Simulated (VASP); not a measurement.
Here is a VASP 6.6.1 calculation.

Contents of INCAR:

```
SYSTEM = HgTe
PREC = Accurate
ENCUT = 520
EDIFF = 1E-7
ISMEAR = -1
SIGMA = 0.05
LREAL = .FALSE.
LASPH = .TRUE.
NELM = 80
ALGO = Normal
ISIF = 2
LWAVE = .FALSE.
LCHARG = .FALSE.
GGA = PE
NBANDS = 16
```

File KPOINTS:

```
Automatic mesh
0
G
  6 6 6
  0 0 0
```

Contents of POSCAR:

```
HgTe
1.0
    4.5459890000      0.0000000000      0.0000000000
    2.2729945000      3.9369419593      0.0000000000
    2.2729945000      1.3123139864      3.7117844754
Hg Te
1 1
Direct
    0.0000000000      0.0000000000      0.0000000000
    0.2500000000      0.2500000000      0.2500000000
```

Potentials or basis: VASP PAW PBE potentials, release 64 (Hg, Te).

Launch:

```sh
$ cat potpaw_PBE.64/Hg/POTCAR potpaw_PBE.64/Te/POTCAR > POTCAR
$ mpirun -np 1 vasp_std > vasp.out
```

(1) What does it give for the pressure?

(2) Predict the band gap on the k mesh.

## Answers

(1) 4.7 GPa.

(2) zero (filled and empty bands touch).

Caveat: spin-orbit coupling is left out, which moves the levels of the heavy elements.
